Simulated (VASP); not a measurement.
# Tc (P6_3/mmc) in VASP: further runs

Tc is run at these levels: PBE; tasks: single point.

All numbers are computed with VASP 6.6.1; they aren't measurements. Logs are shortened: lines on timing, memory, paths and dates and some standing lists are left out, and cuts for length are marked.

## (1) The cell of the first run

The structure is hexagonal, space group P6_3/mmc (No. 194). Conventional cell: a = 2.672 Å, b = 2.672 Å, c = 8.601 Å, α = 90.00°, β = 90.00°, γ = 120.00°. Tc (site symmetry -6m2) has 12 Tc at 2.65 to 2.67 Å within 3.5 Å. Within 3.5 Å of Tc (site symmetry -3m) lie 12 Tc at 2.65 to 2.67 Å.

## (2) Single point, PBE

INCAR reads:

```
SYSTEM = Tc
PREC = Accurate ; ENCUT = 520
EDIFF = 1E-6 ; ISMEAR = -1
SIGMA = 0.05 ; LREAL = .False.
LASPH = .True. ; NELM = 100
ALGO = Fast ; ISIF = 2
LWAVE = .False. ; LCHARG = .True.
GGA = PE ; LELF = .True.
LVHAR = .True. ; NBANDS = 34
```

KPOINTS reads:

```
regular mesh
0
Gamma
  11 11 3
  0 0 0
```

POSCAR reads:

```
Tc
1.0
    2.6722964035      0.0000000000      0.0000000000
   -1.3361482017      2.3142765718      0.0000000000
    0.0000000000      0.0000000000      8.6012946357
Tc
4
Direct
    0.6666666667      0.3333333333      0.7500000000
    0.0000000000      0.0000000000      0.5000000000
    0.3333333333      0.6666666667      0.2500000000
    0.0000000000      0.0000000000      0.0000000000
```

Potentials or basis: VASP PAW PBE potentials, release 64 (Tc_pv).

Run with:

```sh
$ cat potpaw_PBE.64/Tc_pv/POTCAR > POTCAR
$ mpirun -np 1 vasp_std > vasp.out
```

OUTCAR:

```text
SYSTEM = Tc
   PREC = Accurate
   ENCUT = 520
   EDIFF = 1E-6
   ISMEAR = -1
   LREAL = .False.
   LASPH = .True.
   NELM = 100
   ISIF = 2
   GGA = PE

 ion  position               nearest neighbor table
   1  0.667  0.333  0.750-   2 2.65   4 2.65   2 2.65   4 2.65   2 2.65   4 2.65
   2  0.000  0.000  0.500-   1 2.65   3 2.65   3 2.65   1 2.65   1 2.65   3 2.65
   3  0.333  0.667  0.250-   2 2.65   4 2.65   2 2.65   4 2.65   2 2.65   4 2.65
   4  0.000  0.000  0.000-   1 2.65   3 2.65   3 2.65   1 2.65   1 2.65   3 2.65

  LATTYP: Found a hexagonal cell.
 ALAT       =     2.6722964035
 C/A-ratio  =     3.2186903460

  Lattice vectors:

 A1 = (   2.6722964035,   0.0000000000,   0.0000000000)
 A2 = (  -1.3361482017,   2.3142765718,   0.0000000000)
 A3 = (   0.0000000000,   0.0000000000,   8.6012946357)

Analysis of symmetry for initial positions (statically):
=====================================================================
 Subroutine PRICEL returns:
 Original cell was already a primitive cell.

 Routine SETGRP: Setting up the symmetry group for a
 hexagonal supercell.

 Subroutine GETGRP returns: Found 24 space group operations
 (whereof 12 operations were pure point group operations)
 out of a pool of 24 trial point group operations.

The static configuration has the point symmetry D_3d.
 The point group associated with its full space group is D_6h.

Analysis of symmetry for dynamics (positions and initial velocities):
=====================================================================
 Subroutine PRICEL returns:
 Original cell was already a primitive cell.

 Routine SETGRP: Setting up the symmetry group for a
 hexagonal supercell.

 Subroutine GETGRP returns: Found 24 space group operations
 (whereof 12 operations were pure point group operations)
 out of a pool of 24 trial point group operations.

The dynamic configuration has the point symmetry D_3d.
 The point group associated with its full space group is D_6h.

 Subroutine INISYM returns: Found 24 space group operations
 (whereof 12 operations are pure point group operations),
 and found     1 'primitive' translations

----------------------------------------------------------------------------------------

                                     Primitive cell

  volume of cell :      53.1941

  direct lattice vectors                    reciprocal lattice vectors
     2.672296403  0.000000000  0.000000000     0.374209986  0.216050236  0.000000000
    -1.336148202  2.314276572  0.000000000     0.000000000  0.432100472  0.000000000
     0.000000000  0.000000000  8.601294636     0.000000000  0.000000000  0.116261568

  length of vectors
     2.672296403  2.672296403  8.601294636     0.432100472  0.432100472  0.116261568

  position of ions in fractional coordinates (direct lattice)
     0.666666667  0.333333333  0.750000000
     0.000000000  0.000000000  0.500000000
     0.333333333  0.666666667  0.250000000
     0.000000000  0.000000000  0.000000000

  ion indices of the primitive-cell ions
   primitive index   ion index
                 1           1
                 2           2
                 3           3
                 4           4

----------------------------------------------------------------------------------------

 KPOINTS: regular mesh

Automatic generation of k-mesh.
 Grid dimensions read from file:
 generate k-points for:   11   11    3

 Generating k-lattice:

  Cartesian coordinates                     Fractional coordinates (reciprocal lattice)
     0.034019090  0.019640931  0.000000000     0.090909091  0.000000000  0.000000000
     0.000000000  0.039281861  0.000000000     0.000000000  0.090909091  0.000000000
     0.000000000  0.000000000  0.038753856     0.000000000  0.000000000  0.333333333

  Length of vectors
     0.039281861  0.039281861  0.038753856

  Shift w.r.t. Gamma in fractional coordinates (k-lattice)
     0.000000000  0.000000000  0.000000000

 Subroutine IBZKPT returns following result:
 ===========================================

 Found     32 irreducible k-points:

 Following reciprocal coordinates:
            Coordinates               Weight
  0.000000  0.000000  0.000000      1.000000
  0.090909 -0.000000  0.000000      6.000000
  0.181818  0.000000  0.000000      6.000000
  0.272727  0.000000  0.000000      6.000000
  0.363636 -0.000000  0.000000      6.000000
  0.454545 -0.000000  0.000000      6.000000
[... 16 lines left out ...]
  0.090909  0.090909  0.333333     12.000000
  0.181818  0.090909  0.333333     24.000000
 [... further k-points ...]
   k-points           NKPTS =     32   k-points in BZ     NKDIM =     32   number of bands    NBANDS=     34
   number of dos      NEDOS =    301   number of ions     NIONS =      4
   total plane-waves  NPLWV =  25600
   dimension x,y,z NGX =    20 NGY =   20 NGZ =   64
   dimension x,y,z NGXF=    40 NGYF=   40 NGZF=  128
   ions per type =               4
   NGX,Y,Z   is equivalent  to a cutoff of  12.44, 12.44, 12.37 a.u.
   NGXF,Y,Z  is equivalent  to a cutoff of  24.88, 24.88, 24.74 a.u.
 SYSTEM =  Tc
   PREC   = accura    normal or accurate (medium, high low for compatibility)
   ISTART =      0    job   : 0-new  1-cont  2-samecut
   ICHARG =      2    charge: 1-file 2-atom 10-const
   ISPIN  =      1    spin polarized calculation?
   LNONCOLLINEAR =      F non collinear calculations
   LSORBIT =      F    spin-orbit coupling
   LASPH  =      T    aspherical Exc in radial PAW
   ENCUT  =  520.0 eV  38.22 Ry    6.18 a.u.   4.97  4.97 15.99*2*pi/ulx,y,z
   NELM   =    100;   NELMIN=  2; NELMDL= -5     # of ELM steps
   EDIFF  = 0.1E-05   stopping-criterion for ELM
   LREAL  =      F    real-space projection
   EDIFFG = 0.1E-04   stopping-criterion for IOM
   NSW    =      0    number of steps for IOM
   IBRION =     -1    ionic relax: 0-MD 1-quasi-New 2-CG
   NFREE  =      0    steps in history (QN), initial steepest desc. (CG)
   ISIF   =      2    stress and relaxation
   ISYM   =      2    0-nonsym 1-usesym 2-fastsym
   POTIM  = 0.5000    time-step for ionic-motion
   TEBEG  =    0.0;   TEEND  =   0.0 temperature during run
   PSTRESS=    0.0 pullay stress
   NELECT =      52.0000    total number of electrons
   NUPDOWN=      -1.0000    fix difference up-down
   EMIN   =  10.00;   EMAX   =-10.00  energy-range for DOS
   EFERMI =   0.00;   METHOD = LEGACY
   ISMEAR =    -1;   SIGMA  =   0.05  broadening in eV -4-tet -1-fermi 0-gaus
   EFERMI_NEDOS =   21; number of points for ismear=-14 and -15
   IALGO  =     68    algorithm
   IMIX   =      4    mixing-type and parameters
     AMIX     =   0.40;   BMIX     =  1.00
     AMIX_MAG =   1.60;   BMIX_MAG =  1.00
  volume/ion in A,a.u.               =      13.30        89.74
  Fermi-wavevector in a.u.,A,eV,Ry     =   1.624756  3.070343 35.917078  2.639831
  Thomas-Fermi vector in A             =   2.717990
   LORBIT       =      0    0 simple, 1 ext, 2 COOP (PROOUT), +10 PAW based schemes
   GGA     = PE    functional components
   LHFCALC =     F    Hartree Fock is set to
   AEXX    =    0.0000 exact exchange contribution
   IVDW    =     0    specifies the selected vdW correction
   LEPSILON=     F    determine dielectric tensor
   LRPA    =     F    only Hartree local field effects (RPA)
 non-spin polarized calculation
 RMM-DIIS sequential band-by-band and
  energy-cutoff  :      520.00
  volume of cell :       53.19
 maximum number of plane-waves:      1458
 NGX is ok and might be reduce to    20
   NGX =  9   NGY =  9   NGZ = 31

 number of electron      52.0000006 magnetization

 Free energy of the ion-electron system (eV)
  ---------------------------------------------------
  ext. energy  EPLUGINS =         0.00000000
  ---------------------------------------------------
  free energy    TOTEN  =       -41.02530692 eV

  energy without entropy =      -40.99818817  energy(sigma->0) =      -41.01174755

 E-fermi :  14.0136     XC(G=0): -14.2377

 val. band max:       13.9886588100   @ k =   0.0909  -0.0000   0.0000
 cond. band min:      14.0281048094   @ k =   0.3636  -0.0000   0.0000
 fundamental gap:      0.0394459994
 Fermi energy:        14.0136027900

 k-point     1 :       0.0000    0.0000    0.0000
  band No.  band energies     occupation
      1     -25.7461      2.00000
      2     -24.9944      2.00000
      3     -24.8905      2.00000
      4     -24.3320      2.00000
      5     -24.3320      2.00000
      6     -24.2293      2.00000
[... 26 lines left out ...]
     33      16.0503      0.00000
     34      16.0504      0.00000

 k-point     2 :       0.0909   -0.0000    0.0000
  band No.  band energies     occupation
      1     -25.7043      2.00000
      2     -25.0064      2.00000
      3     -24.9086      2.00000
      4     -24.4279      2.00000
      5     -24.3634      2.00000
      6     -24.2971      2.00000
[... 26 lines left out ...]
     33      15.9990      0.00000
     34      16.2087      0.00000

 k-point     3 :       0.1818    0.0000    0.0000
  band No.  band energies     occupation
      1     -25.5865      2.00000
      2     -25.0697      2.00000
      3     -25.0038      2.00000
      4     -24.6699      2.00000
      5     -24.5106      2.00000
      6     -24.4439      2.00000
[... 26 lines left out ...]
     33      16.5365      0.00000
     34      16.6949      0.00000
[... 704 lines left out ...]
 k-point    23 :       0.0909    0.0909    0.3333
  band No.  band energies     occupation
      1     -25.5424      2.00000
      2     -25.3177      2.00000
      3     -24.6949      2.00000
      4     -24.5590      2.00000
      5     -24.4939      2.00000
      6     -24.4898      2.00000
[... 26 lines left out ...]
     33      16.4202      0.00000
     34      17.0353      0.00000

 k-point    24 :       0.1818    0.0909    0.3333
  band No.  band energies     occupation
      1     -25.4368      2.00000
      2     -25.3153      2.00000
      3     -24.9564      2.00000
      4     -24.8067      2.00000
      5     -24.7723      2.00000
      6     -24.6466      2.00000
[... 26 lines left out ...]
     33      16.5318      0.00000
     34      17.1680      0.00000

 [... further k-points ...]

------------------------ aborting loop because EDIFF is reached ----------------------------------------

  FORCE on cell =-STRESS in cart. coord.  units (eV):
  Direction    XX          YY          ZZ          XY          YZ          ZX
  --------------------------------------------------------------------------------------
  -------------------------------------------------------------------------------------
  Total        9.7138771      9.7138771      9.7094842      0.0000000      0.0000000      0.0000000
  in kB      292.5765233    292.5765233    292.4442113      0.0000000      0.0000000      0.0000000
  external PRESSURE =     292.5324193 kB  Pullay stress =       0.0000000 kB

 VOLUME and BASIS-vectors are now :
 -----------------------------------------------------------------------------
  energy-cutoff  :      520.00
  volume of cell :       53.19
      direct lattice vectors                 reciprocal lattice vectors
     2.672296403  0.000000000  0.000000000     0.374209986  0.216050236  0.000000000
    -1.336148202  2.314276572  0.000000000     0.000000000  0.432100472  0.000000000
     0.000000000  0.000000000  8.601294636     0.000000000  0.000000000  0.116261568

 POSITION                                       TOTAL-FORCE (eV/Angst)
 -----------------------------------------------------------------------------------
      1.33615      0.77143      6.45097         0.000000      0.000000      0.000000
      0.00000      0.00000      4.30065        -0.000000      0.000000      0.000000
     -0.00000      1.54285      2.15032        -0.000000      0.000000      0.000000
      0.00000      0.00000      0.00000        -0.000000      0.000000      0.000000
 -----------------------------------------------------------------------------------
    total drift:                                0.000000     -0.000000      0.000000

  FREE ENERGIE OF THE ION-ELECTRON SYSTEM (eV)
  ---------------------------------------------------
  free  energy   TOTEN  =       -41.0253069247 eV

  energy  without entropy=      -40.9981881679  energy(sigma->0) =      -41.01174755
```

Run time: 24 s. Hardware: 1 thread of Intel Xeon 6975P-C (Granite Rapids), shared host; peak memory 0.18 GiB.

Results:

```yaml
Free_energy: -41.0253 eV
Pressure: 29.3 GPa
Band_gap_on_the_k_mesh: zero (band 26 reaches 16.02 eV, above the bottom of band 27 at 12.73 eV)
```

## (3) Single point, PBE

This run uses another cell than the first one, of 13.63 Å³/atom, 1.025 times its volume.

INCAR reads:

```
SYSTEM = Tc
ALGO     = Normal         ! electronic algorithm
EDIFF    = 1E-7           ! SCF threshold, eV
ENCUT    = 520            ! plane-wave cutoff, eV
GGA      = PE             ! functional
ISIF     = 2              ! what is computed and relaxed
ISMEAR   = -1             ! smearing method
LASPH    = .TRUE.         ! aspherical terms in the spheres
LCHARG   = .TRUE.         ! write CHGCAR
LELF     = .TRUE.         ! ELF
LREAL    = .FALSE.        ! projectors in reciprocal space
LVHAR    = .TRUE.       
LWAVE    = .FALSE.        ! write WAVECAR
NBANDS   = 34             ! bands
NELM     = 60             ! most SCF steps
PREC     = Accurate       ! precision mode
SIGMA    = 0.05           ! smearing width, eV
```

KPOINTS reads:

```
k-points
0
G
  11 11 3
  0 0 0
```

POSCAR reads:

```
Tc
1.0
    2.6942803859      0.0000000000      0.0000000000
   -1.3471401929      2.3333152591      0.0000000000
    0.0000000000      0.0000000000      8.6715590117
Tc
4
Direct
    0.6666666667      0.3333333333      0.7500000000
    0.0000000000      0.0000000000      0.5000000000
    0.3333333333      0.6666666667      0.2500000000
    0.0000000000      0.0000000000      0.0000000000
```

Potentials or basis: VASP PAW PBE potentials, release 64 (Tc_pv).

Run with:

```sh
$ cat potpaw_PBE.64/Tc_pv/POTCAR > POTCAR
$ mpirun -np 1 vasp_std > vasp.out
```

Run time: 26 s. Hardware: 1 thread of Intel Xeon 6975P-C (Granite Rapids), shared host; peak memory 0.18 GiB.

It converged, with:

| Item | Value |
| --- | --- |
| Free energy | -41.2260 eV |
| Pressure | 19.3 GPa |
| Band gap on the k mesh | zero (band 26 reaches 15.48 eV, above the bottom of band 27 at 12.33 eV) |

Levels at points of the mesh, in eV from the Fermi level:
```csv
k point,band 24,band 25,band 26,band 27,band 28,band 29
"(0.00, 0.00, 0.00)",-1.36,-1.36,-1.24,-1.24,0.30,0.30
```

(Part 1 of 2 ends here.)
